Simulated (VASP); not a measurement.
# Si (Fmmm) in VASP: notebook

The runs below take Si through single point, with PBEsol.

All numbers are computed with VASP 6.6.1; they aren't measurements. Logs are shortened: lines on timing, memory, paths and dates and some standing lists are left out, and cuts for length are marked.

## 1. The cell of the first run

Symmetry: Fmmm, No. 69, orthorhombic system. The conventional cell has a = 3.837 Å, b = 8.739 Å, c = 10.054 Å, α = 90.00°, β = 90.00°, γ = 90.00°. Within 3.0 Å of Si (site symmetry m2m) lie 4 Si at 2.29 to 2.38 Å. Within 3.1 Å of Si (site symmetry mm2) lie 4 Si at 2.38 to 2.39 Å.

## 2. Single point, PBEsol

INCAR

```
PREC = Accurate
ENCUT = 520
EDIFF = 1E-7
ISMEAR = 0
SIGMA = 0.03
LREAL = F
LASPH = T
NELM = 80
ALGO = Normal
ISIF = 2
LWAVE = F
LCHARG = T
GGA = PS
LELF = T
LVHAR = T
NBANDS = 16
```

KPOINTS

```
Automatic mesh
0
Gamma
  10 10 10
```

POSCAR

```
Si
1.0
   -3.5547410259      3.5547410259      1.9186812134
    3.5547410259     -3.5547410259      1.9186812134
    3.0896347235      3.0896347235     -1.9186812134
Si
4
Direct
    0.1787304307      0.1787304307      0.3574608614
    0.8212695693      0.8212695693      0.6425391386
    0.1787304307      0.8212695693      0.0000000000
    0.8212695693      0.1787304307      0.0000000000
```

Potentials or basis: VASP PAW PBE potentials, release 64 (Si).

The run is started by

```sh
$ cat potpaw_PBE.64/Si/POTCAR > POTCAR
$ mpirun -np 1 vasp_std > vasp.out
```

OUTCAR:

```text
PREC = Accurate
   ENCUT = 520
   EDIFF = 1E-7
   ISMEAR = 0
   LREAL = F
   LASPH = T
   NELM = 80
   ISIF = 2
   GGA = PS

 ion  position               nearest neighbor table
   1  0.179  0.179  0.357-   2 2.29   2 2.29   3 2.38   4 2.38   2 3.12
   2  0.821  0.821  0.643-   1 2.29   1 2.29   4 2.38   3 2.38   1 3.12
   3  0.179  0.821  0.000-   1 2.38   2 2.38   4 2.39   4 2.39
   4  0.821  0.179  0.000-   1 2.38   2 2.38   3 2.39   3 2.39

  LATTYP: Found a face centered orthorhombic cell.
 ALAT       =     3.8373624268
 B/A-ratio  =     2.2772951016
 C/A-ratio  =     2.6201137190

  Lattice vectors:

 A1 = (  -0.4651063024,   6.6443757494,  -0.0000000000)
 A2 = (  -3.5547410259,   3.5547410259,   1.9186812134)
 A3 = (   3.0896347235,   3.0896347235,   1.9186812134)

Analysis of symmetry for initial positions (statically):
=====================================================================
 Subroutine PRICEL returns:
 Original cell was already a primitive cell.

 Routine SETGRP: Setting up the symmetry group for a
 face centered orthorhombic supercell.

 Subroutine GETGRP returns: Found  8 space group operations
 (whereof  8 operations were pure point group operations)
 out of a pool of  8 trial point group operations.

The static configuration has the point symmetry D_2h.

Analysis of symmetry for dynamics (positions and initial velocities):
=====================================================================
 Subroutine PRICEL returns:
 Original cell was already a primitive cell.

 Routine SETGRP: Setting up the symmetry group for a
 face centered orthorhombic supercell.

 Subroutine GETGRP returns: Found  8 space group operations
 (whereof  8 operations were pure point group operations)
 out of a pool of  8 trial point group operations.

The dynamic configuration has the point symmetry D_2h.

 Subroutine INISYM returns: Found  8 space group operations
 (whereof  8 operations are pure point group operations),
 and found     1 'primitive' translations

----------------------------------------------------------------------------------------

                                     Primitive cell

  volume of cell :      84.2904

  direct lattice vectors                    reciprocal lattice vectors
    -3.554741026  3.554741026  1.918681213     0.010587103  0.151244325  0.260595661
     3.554741026 -3.554741026  1.918681213     0.151244325  0.010587103  0.260595661
     3.089634724  3.089634724 -1.918681213     0.161831428  0.161831428  0.000000000

  length of vectors
     5.380864719  5.380864719  4.772108868     0.301491346  0.301491346  0.228864201

  position of ions in fractional coordinates (direct lattice)
     0.178730431  0.178730431  0.357460861
     0.821269569  0.821269569  0.642539139
     0.178730431  0.821269569  0.000000000
     0.821269569  0.178730431  0.000000000

  ion indices of the primitive-cell ions
   primitive index   ion index
                 1           1
                 2           2
                 3           3
                 4           4

----------------------------------------------------------------------------------------

 KPOINTS: Automatic mesh

Automatic generation of k-mesh.
 Grid dimensions read from file:
 generate k-points for:   10   10   10

 Generating k-lattice:

  Cartesian coordinates                     Fractional coordinates (reciprocal lattice)
     0.001058710  0.015124433  0.026059566     0.100000000 -0.000000000  0.000000000
     0.015124433  0.001058710  0.026059566    -0.000000000  0.100000000  0.000000000
     0.016183143  0.016183143  0.000000000     0.000000000  0.000000000  0.100000000

  Length of vectors
     0.030149135  0.030149135  0.022886420

  Shift w.r.t. Gamma in fractional coordinates (k-lattice)
     0.000000000  0.000000000  0.000000000

 Subroutine IBZKPT returns following result:
 ===========================================

 Found    171 irreducible k-points:

 Following reciprocal coordinates:
            Coordinates               Weight
  0.000000  0.000000  0.000000      1.000000
  0.100000  0.000000 -0.000000      8.000000
  0.200000  0.000000 -0.000000      8.000000
  0.300000  0.000000 -0.000000      8.000000
  0.400000  0.000000 -0.000000      8.000000
  0.500000 -0.000000 -0.000000      4.000000
[... 16 lines left out ...]
  0.300000  0.300000 -0.000000      4.000000
  0.400000  0.300000 -0.000000      8.000000
 [... further k-points ...]
   k-points           NKPTS =    171   k-points in BZ     NKDIM =    171   number of bands    NBANDS=     16
   number of dos      NEDOS =    301   number of ions     NIONS =      4
   total plane-waves  NPLWV =  57600
   dimension x,y,z NGX =    40 NGY =   40 NGZ =   36
   dimension x,y,z NGXF=    80 NGYF=   80 NGZF=   72
   ions per type =               4
   NGX,Y,Z   is equivalent  to a cutoff of  12.36, 12.36, 12.54 a.u.
   NGXF,Y,Z  is equivalent  to a cutoff of  24.72, 24.72, 25.08 a.u.
 SYSTEM =  unknown system
   PREC   = accura    normal or accurate (medium, high low for compatibility)
   ISTART =      0    job   : 0-new  1-cont  2-samecut
   ICHARG =      2    charge: 1-file 2-atom 10-const
   ISPIN  =      1    spin polarized calculation?
   LNONCOLLINEAR =      F non collinear calculations
   LSORBIT =      F    spin-orbit coupling
   LASPH  =      T    aspherical Exc in radial PAW
   ENCUT  =  520.0 eV  38.22 Ry    6.18 a.u.  10.00 10.00  8.87*2*pi/ulx,y,z
   NELM   =     80;   NELMIN=  2; NELMDL= -5     # of ELM steps
   EDIFF  = 0.1E-06   stopping-criterion for ELM
   LREAL  =      F    real-space projection
   EDIFFG = 0.1E-05   stopping-criterion for IOM
   NSW    =      0    number of steps for IOM
   IBRION =     -1    ionic relax: 0-MD 1-quasi-New 2-CG
   NFREE  =      0    steps in history (QN), initial steepest desc. (CG)
   ISIF   =      2    stress and relaxation
   ISYM   =      2    0-nonsym 1-usesym 2-fastsym
   POTIM  = 0.5000    time-step for ionic-motion
   TEBEG  =    0.0;   TEEND  =   0.0 temperature during run
   PSTRESS=    0.0 pullay stress
   NELECT =      16.0000    total number of electrons
   NUPDOWN=      -1.0000    fix difference up-down
   EMIN   =  10.00;   EMAX   =-10.00  energy-range for DOS
   EFERMI =   0.00;   METHOD = LEGACY
   ISMEAR =     0;   SIGMA  =   0.03  broadening in eV -4-tet -1-fermi 0-gaus
   EFERMI_NEDOS =   21; number of points for ismear=-14 and -15
   IALGO  =     38    algorithm
   IMIX   =      4    mixing-type and parameters
     AMIX     =   0.40;   BMIX     =  1.00
     AMIX_MAG =   1.60;   BMIX_MAG =  1.00
  volume/ion in A,a.u.               =      21.07       142.20
  Fermi-wavevector in a.u.,A,eV,Ry     =   0.940854  1.777956 12.043959  0.885206
  Thomas-Fermi vector in A             =   2.068307
   LORBIT       =      0    0 simple, 1 ext, 2 COOP (PROOUT), +10 PAW based schemes
   GGA     = PS    functional components
   LHFCALC =     F    Hartree Fock is set to
   AEXX    =    0.0000 exact exchange contribution
   IVDW    =     0    specifies the selected vdW correction
   LEPSILON=     F    determine dielectric tensor
   LRPA    =     F    only Hartree local field effects (RPA)
 non-spin polarized calculation
 Gauss-broadening in eV      SIGMA  =   0.03
  energy-cutoff  :      520.00
  volume of cell :       84.29
 maximum number of plane-waves:      2301
   NGX = 19   NGY = 19   NGZ = 17

 number of electron      16.0000000 magnetization

 Free energy of the ion-electron system (eV)
  ---------------------------------------------------
  ext. energy  EPLUGINS =         0.00000000
  ---------------------------------------------------
  free energy    TOTEN  =       -22.37120772 eV

  energy without entropy =      -22.37102992  energy(sigma->0) =      -22.37111882

 E-fermi :   5.7896     XC(G=0):  -9.2940

 val. band max:        5.7747639791   @ k =  -0.1000  -0.2000   0.1000
 cond. band min:       5.8027117373   @ k =   0.5000   0.5000   0.4000
 fundamental gap:      0.0279477582
 Fermi energy:         5.7895623743

 k-point     1 :       0.0000    0.0000    0.0000
  band No.  band energies     occupation
      1      -6.6762      2.00000
      2      -2.3979      2.00000
      3      -0.7893      2.00000
      4       0.6560      2.00000
      5       1.7077      2.00000
      6       3.6655      2.00000
[... 8 lines left out ...]
     15      10.8825      0.00000
     16      12.2097      0.00000

 k-point     2 :       0.1000    0.0000   -0.0000
  band No.  band energies     occupation
      1      -6.5645      2.00000
      2      -2.4264      2.00000
      3      -0.6943      2.00000
      4       0.4939      2.00000
      5       1.8650      2.00000
      6       3.1658      2.00000
[... 8 lines left out ...]
     15      10.4287      0.00000
     16      12.7830      0.00000

 k-point     3 :       0.2000    0.0000   -0.0000
  band No.  band energies     occupation
      1      -6.2354      2.00000
      2      -2.4409      2.00000
      3      -0.7398      2.00000
      4       0.2861      2.00000
      5       1.9244      2.00000
      6       2.3796      2.00000
[... 8 lines left out ...]
     15      10.7188      0.00000
     16      11.7571      0.00000

 k-point     4 :       0.3000    0.0000   -0.0000
  band No.  band energies     occupation
      1      -5.7120      2.00000
      2      -2.3537      2.00000
      3      -1.3798      2.00000
      4       0.0573      2.00000
      5       1.4977      2.00000
      6       1.9519      2.00000
[... 8 lines left out ...]
     15      11.6094      0.00000
     16      12.3905      0.00000

 k-point     5 :       0.4000    0.0000   -0.0000
  band No.  band energies     occupation
      1      -5.0739      2.00000
      2      -2.2910      2.00000
      3      -2.1543      2.00000
      4      -0.4044      2.00000
      5       1.1598      2.00000
      6       1.9487      2.00000
[... 8 lines left out ...]
     15      11.4809      0.00000
     16      13.0589      0.00000

 k-point     6 :       0.5000   -0.0000   -0.0000
  band No.  band energies     occupation
      1      -4.6789      2.00000
      2      -2.7958      2.00000
      3      -2.0299      2.00000
      4      -0.6685      2.00000
      5       1.0755      2.00000
      6       1.9517      2.00000
[... 8 lines left out ...]
     15      11.2448      0.00000
     16      13.3412      0.00000
[... 267 lines left out ...]
 k-point    21 :      -0.3000    0.2000    0.0000
  band No.  band energies     occupation
      1      -6.3041      2.00000
      2      -3.5351      2.00000
      3      -0.1716      2.00000
      4       1.0091      2.00000
      5       2.4321      2.00000
      6       3.0477      2.00000
[... 8 lines left out ...]
     15      11.0681      0.00000
     16      11.4997      0.00000

 k-point    22 :      -0.2000    0.2000    0.0000
  band No.  band energies     occupation
      1      -6.4981      2.00000
      2      -3.3129      2.00000
      3      -0.0888      2.00000
      4       0.7937      2.00000
      5       2.1855      2.00000
      6       3.6375      2.00000
[... 8 lines left out ...]
     15      11.2656      0.00000
     16      11.8871      0.00000

 k-point    23 :       0.3000    0.3000   -0.0000
  band No.  band energies     occupation
      1      -4.7137      2.00000
      2      -3.0915      2.00000
      3      -2.3610      2.00000
      4      -0.0573      2.00000
      5       1.1371      2.00000
      6       2.7804      2.00000
[... 8 lines left out ...]
     15      11.5581      0.00000
     16      13.1203      0.00000

 k-point    24 :       0.4000    0.3000   -0.0000
  band No.  band energies     occupation
      1      -5.1764      2.00000
      2      -3.6939      2.00000
      3      -1.5440      2.00000
      4       0.6024      2.00000
      5       1.4491      2.00000
      6       2.6968      2.00000
[... 8 lines left out ...]
     15      11.3138      0.00000
     16      12.4103      0.00000

 [... further k-points ...]

------------------------ aborting loop because EDIFF is reached ----------------------------------------

  FORCE on cell =-STRESS in cart. coord.  units (eV):
  Direction    XX          YY          ZZ          XY          YZ          ZX
  --------------------------------------------------------------------------------------
  -------------------------------------------------------------------------------------
  Total       -0.4409872     -0.4409872      0.5000313      2.4880592      0.0000000      0.0000000
  in kB       -8.3822122     -8.3822122      9.5045127     47.2926207      0.0000000      0.0000000
  external PRESSURE =      -2.4199706 kB  Pullay stress =       0.0000000 kB

 VOLUME and BASIS-vectors are now :
 -----------------------------------------------------------------------------
  energy-cutoff  :      520.00
  volume of cell :       84.29
      direct lattice vectors                 reciprocal lattice vectors
    -3.554741026  3.554741026  1.918681213     0.010587103  0.151244325  0.260595661
     3.554741026 -3.554741026  1.918681213     0.151244325  0.010587103  0.260595661
     3.089634724  3.089634724 -1.918681213     0.161831428  0.161831428  0.000000000

 POSITION                                       TOTAL-FORCE (eV/Angst)
 -----------------------------------------------------------------------------------
      1.10442      1.10442      0.00000        -0.385075     -0.385075      0.000000
      1.98521      1.98521      1.91868         0.385075      0.385075      0.000000
      2.28406     -2.28406      1.91868        -0.376941      0.376941     -0.000000
     -2.28406      2.28406      1.91868         0.376941     -0.376941      0.000000
 -----------------------------------------------------------------------------------
    total drift:                               -0.000000     -0.000000      0.000000

  FREE ENERGIE OF THE ION-ELECTRON SYSTEM (eV)
  ---------------------------------------------------
  free  energy   TOTEN  =       -22.3712077169 eV

  energy  without entropy=      -22.3710299222  energy(sigma->0) =      -22.37111882
```

It took 6.2 min on 1 thread of Intel Xeon 8259CL, shared host; peak memory 0.33 GiB.

What came out:

| Quantity | Value |
| --- | --- |
| Free energy | -22.3712 eV |
| Pressure | -0.2 GPa |
| Largest force | 0.545 eV/Å |
| Band gap on the k mesh | zero (bands 8 and 9 overlap by 0.35 eV) |

Forces in eV/Å, atoms in the order of the input:
```
Si  -0.385 -0.385  0.000
Si   0.385  0.385  0.000
Si  -0.377  0.377  0.000
Si   0.377 -0.377  0.000
```

Caveat: semilocal functionals underestimate gaps, and a narrow one can read as zero; the PAW data sets were made with another functional, which shifts forces and pressure a little.

(Part 1 of 2 ends here.)

The gap in the log of VASP goes by the Fermi energy; the results here count the filled bands.